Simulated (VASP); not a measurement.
# Sc (P6_3/mmc) in VASP: notebook

Runs on Sc. Level: PBE. Tasks: relaxation of shape and atoms at fixed volume.

Everything below comes from runs of VASP 6.6.1. Logs are shortened: lines on timing, memory, paths and dates and some standing lists are left out, and cuts for length are marked.

## Step 1: The cell of the first run

Symmetry: P6_3/mmc, No. 194, hexagonal system. Conventional cell: a = 3.427 Å, b = 3.427 Å, c = 5.329 Å, α = 90.00°, β = 90.00°, γ = 120.00°. Within 4.4 Å of Sc (site symmetry -6m2) lie 12 Sc at 3.32 to 3.43 Å.

## Step 2: Relaxation of shape and atoms at fixed volume, PBE (27.10 Å³/atom)

Contents of INCAR:

```
SYSTEM = Sc
PREC = Accurate
ENCUT = 600
EDIFF = 1E-6
ISMEAR = 0
SIGMA = 0.1
LREAL = .FALSE.
LASPH = .TRUE.
NELM = 60
ALGO = Fast
ISIF = 4
LWAVE = .FALSE.
LCHARG = .FALSE.
GGA = PE
IBRION = 2
NSW = 50
EDIFFG = -0.01
```

Contents of KPOINTS:

```
regular mesh
0
G
  15 15 8
  0 0 0
```

Contents of POSCAR:

```
Sc
1.0
    3.4266293389      0.0000000000      0.0000000000
   -1.7133146695      2.9675480569      0.0000000000
    0.0000000000      0.0000000000      5.3292988947
Sc
2
Direct
    0.3333333333      0.6666666667      0.2500000000
    0.6666666667      0.3333333333      0.7500000000
```

Potentials or basis: VASP PAW PBE potentials, release 64 (Sc_sv).

Run with:

```
$ cat potpaw_PBE.64/Sc_sv/POTCAR > POTCAR
$ mpirun -np 1 vasp_std > vasp.out
```

OUTCAR:

```text
SYSTEM = Sc
   PREC = Accurate
   ENCUT = 600
   EDIFF = 1E-6
   ISMEAR = 0
   LREAL = .FALSE.
   LASPH = .TRUE.
   NELM = 60
   ISIF = 4
   GGA = PE
   IBRION = 2
   NSW = 50
   EDIFFG = -0.01

 ion  position               nearest neighbor table
   1  0.333  0.667  0.250-   2 3.32   2 3.32   2 3.32   2 3.32   2 3.32   2 3.32
   2  0.667  0.333  0.750-   1 3.32   1 3.32   1 3.32   1 3.32   1 3.32   1 3.32

  LATTYP: Found a hexagonal cell.
 ALAT       =     3.4266293389
 C/A-ratio  =     1.5552598100

  Lattice vectors:

 A1 = (   3.4266293389,   0.0000000000,   0.0000000000)
 A2 = (  -1.7133146695,   2.9675480569,   0.0000000000)
 A3 = (   0.0000000000,   0.0000000000,   5.3292988947)

Analysis of symmetry for initial positions (statically):
=====================================================================
 Subroutine PRICEL returns:
 Original cell was already a primitive cell.

 Routine SETGRP: Setting up the symmetry group for a
 hexagonal supercell.

 Subroutine GETGRP returns: Found 24 space group operations
 (whereof 12 operations were pure point group operations)
 out of a pool of 24 trial point group operations.

The static configuration has the point symmetry D_3d.
 The point group associated with its full space group is D_6h.

Analysis of symmetry for dynamics (positions and initial velocities):
=====================================================================
 Subroutine PRICEL returns:
 Original cell was already a primitive cell.

 Routine SETGRP: Setting up the symmetry group for a
 hexagonal supercell.

 Subroutine GETGRP returns: Found 24 space group operations
 (whereof 12 operations were pure point group operations)
 out of a pool of 24 trial point group operations.

The dynamic configuration has the point symmetry D_3d.
 The point group associated with its full space group is D_6h.

 Subroutine INISYM returns: Found 24 space group operations
 (whereof 12 operations are pure point group operations),
 and found     1 'primitive' translations

----------------------------------------------------------------------------------------

                                     Primitive cell

  volume of cell :      54.1920

  direct lattice vectors                    reciprocal lattice vectors
     3.426629339  0.000000000  0.000000000     0.291831973  0.168489268  0.000000000
    -1.713314670  2.967548057  0.000000000     0.000000000  0.336978536  0.000000000
     0.000000000  0.000000000  5.329298895     0.000000000  0.000000000  0.187641943

  length of vectors
     3.426629339  3.426629339  5.329298895     0.336978536  0.336978536  0.187641943

  position of ions in fractional coordinates (direct lattice)
     0.333333333  0.666666667  0.250000000
     0.666666667  0.333333333  0.750000000

  ion indices of the primitive-cell ions
   primitive index   ion index
                 1           1
                 2           2

----------------------------------------------------------------------------------------

 KPOINTS: regular mesh

Automatic generation of k-mesh.
 Grid dimensions read from file:
 generate k-points for:   15   15    8

 Generating k-lattice:

  Cartesian coordinates                     Fractional coordinates (reciprocal lattice)
     0.019455465  0.011232618  0.000000000     0.066666667  0.000000000  0.000000000
     0.000000000  0.022465236  0.000000000     0.000000000  0.066666667  0.000000000
     0.000000000  0.000000000  0.023455243     0.000000000  0.000000000  0.125000000

  Length of vectors
     0.022465236  0.022465236  0.023455243

  Shift w.r.t. Gamma in fractional coordinates (k-lattice)
     0.000000000  0.000000000  0.000000000

 Subroutine IBZKPT returns following result:
[... 57 lines left out ...]
   POTIM  = 0.5000    time-step for ionic-motion
   TEBEG  =    0.0;   TEEND  =   0.0 temperature during run
   PSTRESS=    0.0 pullay stress
   NELECT =      22.0000    total number of electrons
   NUPDOWN=      -1.0000    fix difference up-down
   EMIN   =  10.00;   EMAX   =-10.00  energy-range for DOS
   EFERMI =   0.00;   METHOD = LEGACY
   ISMEAR =     0;   SIGMA  =   0.10  broadening in eV -4-tet -1-fermi 0-gaus
   EFERMI_NEDOS =   21; number of points for ismear=-14 and -15
   IALGO  =     68    algorithm
   IMIX   =      4    mixing-type and parameters
     AMIX     =   0.40;   BMIX     =  1.00
     AMIX_MAG =   1.60;   BMIX_MAG =  1.00
  volume/ion in A,a.u.               =      27.10       182.85
  Fermi-wavevector in a.u.,A,eV,Ry     =   1.212190  2.290707 19.992467  1.469405
  Thomas-Fermi vector in A             =   2.347682
   LORBIT       =      0    0 simple, 1 ext, 2 COOP (PROOUT), +10 PAW based schemes
   GGA     = PE    functional components
   LHFCALC =     F    Hartree Fock is set to
   AEXX    =    0.0000 exact exchange contribution
   IVDW    =     0    specifies the selected vdW correction
   LEPSILON=     F    determine dielectric tensor
   LRPA    =     F    only Hartree local field effects (RPA)
 conjugate gradient relaxation of ions
 non-spin polarized calculation
 RMM-DIIS sequential band-by-band and
 Gauss-broadening in eV      SIGMA  =   0.10
  energy-cutoff  :      600.00
  volume of cell :       54.19
 maximum number of plane-waves:      1830
 NGX is ok and might be reduce to    28
   NGX = 13   NGY = 13   NGZ = 21

--------------------------------------- Ionic step        1  -------------------------------------------

 number of electron      21.9999999 magnetization

 Free energy of the ion-electron system (eV)
  ---------------------------------------------------
  ext. energy  EPLUGINS =         0.00000000
  ---------------------------------------------------
  free energy    TOTEN  =       -12.43863958 eV

  energy without entropy =      -12.41462980  energy(sigma->0) =      -12.42663469

------------------------ aborting loop because EDIFF is reached ----------------------------------------

  FORCE on cell =-STRESS in cart. coord.  units (eV):
  Direction    XX          YY          ZZ          XY          YZ          ZX
  --------------------------------------------------------------------------------------
  -------------------------------------------------------------------------------------
  Total       -1.4858207     -1.4858207     -1.4151088      0.0000000      0.0000000      0.0000000
  in kB      -43.9280586    -43.9280586    -41.8374736      0.0000000      0.0000000      0.0000000
  external PRESSURE =     -43.2311969 kB  Pullay stress =       0.0000000 kB

 VOLUME and BASIS-vectors are now :
 -----------------------------------------------------------------------------
  energy-cutoff  :      600.00
  volume of cell :       54.19
      direct lattice vectors                 reciprocal lattice vectors
     3.426629339  0.000000000  0.000000000     0.291831973  0.168489268  0.000000000
    -1.713314670  2.967548057  0.000000000     0.000000000  0.336978536  0.000000000
     0.000000000  0.000000000  5.329298895     0.000000000  0.000000000  0.187641943

 POSITION                                       TOTAL-FORCE (eV/Angst)
 -----------------------------------------------------------------------------------
     -0.00000      1.97837      1.33232        -0.000000      0.000000      0.000000
      1.71331      0.98918      3.99697         0.000000     -0.000000      0.000000
 -----------------------------------------------------------------------------------
    total drift:                               -0.000000      0.000000     -0.000000

  FREE ENERGIE OF THE ION-ELECTRON SYSTEM (eV)
  ---------------------------------------------------
  free  energy   TOTEN  =       -12.4386395804 eV

  energy  without entropy=      -12.4146297988  energy(sigma->0) =      -12.42663469

--------------------------------------- Ionic step        2  -------------------------------------------

 number of electron      21.9999999 magnetization

 Free energy of the ion-electron system (eV)
  ---------------------------------------------------
  ext. energy  EPLUGINS =         0.00000000
  ---------------------------------------------------
  free energy    TOTEN  =       -12.43869916 eV

  energy without entropy =      -12.41463248  energy(sigma->0) =      -12.42666582

 E-fermi :   3.1431     XC(G=0):  -9.5051

 val. band max:        3.1364199943   @ k =   0.2667   0.1333   0.1250
 cond. band min:       3.1460105437   @ k =   0.4000   0.2000   0.3750
 fundamental gap:      0.0095905494
 Fermi energy:         3.1430538844

 k-point     1 :       0.0000    0.0000    0.0000
  band No.  band energies     occupation
      1     -46.5233      2.00000
      2     -46.4764      2.00000
      3     -25.2779      2.00000
      4     -25.0381      2.00000
      5     -25.0381      2.00000
      6     -24.9890      2.00000
      7     -24.9890      2.00000
      8     -24.9640      2.00000
      9      -1.7959      2.00000
     10       1.6316      2.00000
     11       3.5755      0.00000
     12       4.6125      0.00000
     13       4.6125      0.00000
     14       4.8383      0.00000
[... 401 lines left out ...]
      2     -46.4725      2.00000
      3     -25.2049      2.00000
      4     -25.1524      2.00000
      5     -25.1277      2.00000
      6     -25.1258      2.00000
      7     -25.0627      2.00000
      8     -25.0586      2.00000
      9       1.9748      2.00000
     10       2.4033      2.00000
     11       2.7117      2.00000
     12       2.7143      2.00000
     13       4.1597      0.00000
     14       4.1945      0.00000
     15       4.9527      0.00000

 [... further k-points ...]
[... 5 lines left out ...]
  --------------------------------------------------------------------------------------
  -------------------------------------------------------------------------------------
  Total       -1.4758241     -1.4758241     -1.4461216      0.0000000      0.0000000     -0.0000000
  in kB      -43.6325123    -43.6325123    -42.7543616      0.0000000      0.0000000     -0.0000000
  external PRESSURE =     -43.3397954 kB  Pullay stress =       0.0000000 kB

 VOLUME and BASIS-vectors are now :
 -----------------------------------------------------------------------------
  energy-cutoff  :      600.00
  volume of cell :       54.19
      direct lattice vectors                 reciprocal lattice vectors
     3.424682220  0.000000000  0.000000000     0.291997895  0.168585063 -0.000000000
    -1.712341110  2.965861802 -0.000000000    -0.000000000  0.337170127 -0.000000000
    -0.000000000  0.000000000  5.335360613    -0.000000000  0.000000000  0.187428756

 POSITION                                       TOTAL-FORCE (eV/Angst)
 -----------------------------------------------------------------------------------
     -0.00000      1.97724      1.33384         0.000000      0.000000      0.000000
      1.71234      0.98862      4.00152        -0.000000     -0.000000      0.000000
 -----------------------------------------------------------------------------------
    total drift:                               -0.000000      0.000000     -0.000000

  FREE ENERGIE OF THE ION-ELECTRON SYSTEM (eV)
  ---------------------------------------------------
  free  energy   TOTEN  =       -12.4386991618 eV

  energy  without entropy=      -12.4146324772  energy(sigma->0) =      -12.42666582

 reached required accuracy - stopping structural energy minimisation
```

It took 2.5 min on 1 thread of Intel Xeon 8581C, shared host; peak memory 0.28 GiB.

Results:

| Property | Result |
| --- | --- |
| Free energy | -12.4387 eV |
| Energy gained by relaxing | 0.0 meV/atom |
| Ionic steps | 2 |
| Pressure after relaxing | -4.3 GPa |
| Band gap on the k mesh | zero (bands 11 and 12 overlap by 1.34 eV) |

Final structure:
```cif
data_structure
_symmetry_space_group_name_H-M 'P 1'
_symmetry_Int_Tables_number 1
_cell_length_a 3.4247
_cell_length_b 3.4247
_cell_length_c 5.3354
_cell_angle_alpha 90.000
_cell_angle_beta 90.000
_cell_angle_gamma 120.000
_cell_volume 54.19
loop_
_atom_site_label
_atom_site_type_symbol
_atom_site_fract_x
_atom_site_fract_y
_atom_site_fract_z
_atom_site_occupancy
Sc1 Sc 0.33333 0.66667 0.25000 1
Sc2 Sc 0.66667 0.33333 0.75000 1
```

## Step 3: Relaxation of shape and atoms at fixed volume, PBE (21.68 Å³/atom)

This run uses another cell than the first one, of 21.68 Å³/atom.

Contents of INCAR:

```
SYSTEM = Sc
PREC = Accurate
ENCUT = 600
EDIFF = 1E-6
ISMEAR = 0
SIGMA = 0.1
LREAL = .False.
LASPH = .True.
NELM = 80
ALGO = Fast
ISIF = 4
LWAVE = .False.
LCHARG = .False.
GGA = PE
IBRION = 2
NSW = 50
EDIFFG = -0.01
```

Contents of KPOINTS:

```
Automatic mesh
0
Gamma
  15 15 8
  0 0 0
```

Contents of POSCAR:

```
Sc
1.0
    3.1835701572      0.0000000000      0.0000000000
   -1.5917850786      2.7570526308      0.0000000000
    0.0000000000      0.0000000000      4.9393007805
Sc
2
Direct
    0.3333333333      0.6666666667      0.2500000000
    0.6666666667      0.3333333333      0.7500000000
```

Potentials or basis: VASP PAW PBE potentials, release 64 (Sc_sv).

Run with:

```
$ cat potpaw_PBE.64/Sc_sv/POTCAR > POTCAR
$ mpirun -np 1 vasp_std > vasp.out
```

Wall time 2.6 min (1 thread of Intel Xeon 8581C, shared host); peak memory 0.25 GiB.

It converged, with:

* Free energy: -12.3605 eV
* Energy gained by relaxing: 0.0 meV/atom
* Ionic steps: 3
* Pressure after relaxing: 8.7 GPa
* Band gap on the k mesh: zero (bands 11 and 12 overlap by 1.75 eV)

Final structure:
```
Sc
1.0
     3.18690    0.00000    0.00000
    -1.59345    2.75993    0.00000
     0.00000    0.00000    4.92900
Sc
2
Cartesian
  0.0000 1.8400 1.2323
  1.5934 0.9200 3.6967
```

Levels at points of the mesh, in eV from the Fermi level:
| k point | band 8 | band 9 | band 10 | band 11 | band 12 | band 13 | band 14 | band 15 |
| --- | --- | --- | --- | --- | --- | --- | --- | --- |
| (0.00, 0.00, 0.00) | -27.38 | -5.34 | -1.81 | 1.01 | 1.74 | 1.74 | 2.10 | 2.29 |
| (0.00, 0.00, 0.50) | -27.47 | -3.62 | -3.62 | 1.09 | 1.09 | 1.63 | 1.63 | 1.63 |

## Step 4: Relaxation of shape and atoms at fixed volume, PBE (22.42 Å³/atom)

This run uses another cell than the first one, of 22.42 Å³/atom.

Contents of INCAR:

```
PREC = Accurate ; ENCUT = 600
EDIFF = 1E-6 ; ISMEAR = 0
SIGMA = 0.1 ; LREAL = False
LASPH = True ; NELM = 100
ALGO = Normal ; ISIF = 4
LWAVE = False ; LCHARG = False
GGA = PE ; IBRION = 2
NSW = 50 ; EDIFFG = -0.01
```

Contents of KPOINTS:

```
regular mesh
0
Gamma
  15 15 8
```

Contents of POSCAR:

```
Sc
1.0
    3.2193436026      0.0000000000      0.0000000000
   -1.6096718013      2.7880333434      0.0000000000
    0.0000000000      0.0000000000      4.9948031877
Sc
2
Direct
    0.3333333333      0.6666666667      0.2500000000
    0.6666666667      0.3333333333      0.7500000000
```

Run with:

```
$ cat potpaw_PBE.64/Sc_sv/POTCAR > POTCAR
$ mpirun -np 1 vasp_std > vasp.out
```

It took 1.7 min on 1 thread of Intel Xeon 8581C, shared host; peak memory 0.25 GiB.

It converged, with:

* Free energy: -12.4284 eV
* Energy gained by relaxing: 0.0 meV/atom
* Ionic steps: 2
* Pressure after relaxing: 6.1 GPa
* Band gap on the k mesh: zero (bands 11 and 12 overlap by 1.70 eV)

Final structure:
```
Sc
1.0
     3.22028    0.00000    0.00000
    -1.61014    2.78884    0.00000
     0.00000    0.00000    4.99190
Sc
2
Direct
  0.33333 0.66667 0.25000
  0.66667 0.33333 0.75000
```

Levels at points of the mesh, in eV from the Fermi level:
```tsv
k point	band 8	band 9	band 10	band 11	band 12	band 13	band 14	band 15
(0.00, 0.00, 0.00)	-27.50	-5.29	-1.76	0.89	1.70	1.70	2.03	2.23
(0.00, 0.00, 0.50)	-27.58	-3.62	-3.62	1.06	1.06	1.60	1.60	1.60
```

## Step 5: Overview

```csv
cell,gap on the mesh (eV),pressure (GPa)
"relaxed from a = 3.427, b = 3.427, c = 5.329 Å, angles 90.0, 90.0, 120.0°, 2 atoms",none,-4.3
"relaxed from a = 3.184, b = 3.184, c = 4.939 Å, angles 90.0, 90.0, 120.0°, 2 atoms",none,8.7
"relaxed from a = 3.219, b = 3.219, c = 4.995 Å, angles 90.0, 90.0, 120.0°, 2 atoms",none,6.1
```

Alike in all rows: task relaxation of shape and atoms at fixed volume; level PBE; potentials or basis VASP PAW PBE potentials, release 64 (Sc_sv); no spin polarisation; k mesh 15 × 15 × 8; cutoff (eV) 600; smearing gaussian 0.1 eV.

Absolute energies hang on the potentials; compare differences alone.
